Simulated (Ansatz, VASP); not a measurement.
**One calculation of Sb, two programs**

```
Sb
1.0
     3.30718    0.00000    0.00000
    -1.65359    2.86410    0.00000
     0.00000    0.00000    6.49736
Sb
2
Direct
  0.00000 0.00000 0.22083
  0.00000 0.00000 0.77917
```

Alike in both runs: functional PBE; k mesh 6 × 6 × 4; occupations gaussian, width 0.1 eV; no spin polarisation.

Ansatz relaxed the structure, and its values are those at the end. VASP's run is a single point on that final structure, the one shown.

|  | VASP | Ansatz |
| --- | --- | --- |
| version | VASP 6.6.1 | Ansatz 0.2.0 |
| potentials or method | VASP PAW PBE potentials, release 64 (Sb), cutoff 520 eV | scalar-relativistic, plane waves, PAW |
| valence electrons in the cell | 10 | 30 |

|  | VASP | Ansatz | Ansatz less VASP |
| --- | --- | --- | --- |
| gap on the k mesh at the Fermi level (eV) | none | none | - |
| pressure (GPa) | 0.0 | 0.0 | +0.01 |
| rms of the force components (eV/Å) | 0.001 | 0.018 | +0.0174 |

A gap of «none» marks a metal or a gap that the smearing closes. VASP's potentials hold 10 valence electrons a cell and Ansatz's 30, so a difference there can come from the potentials and not from the codes.

The k mesh is coarse, so the values compare programs but aren't converged. Spin-orbit coupling is off throughout.
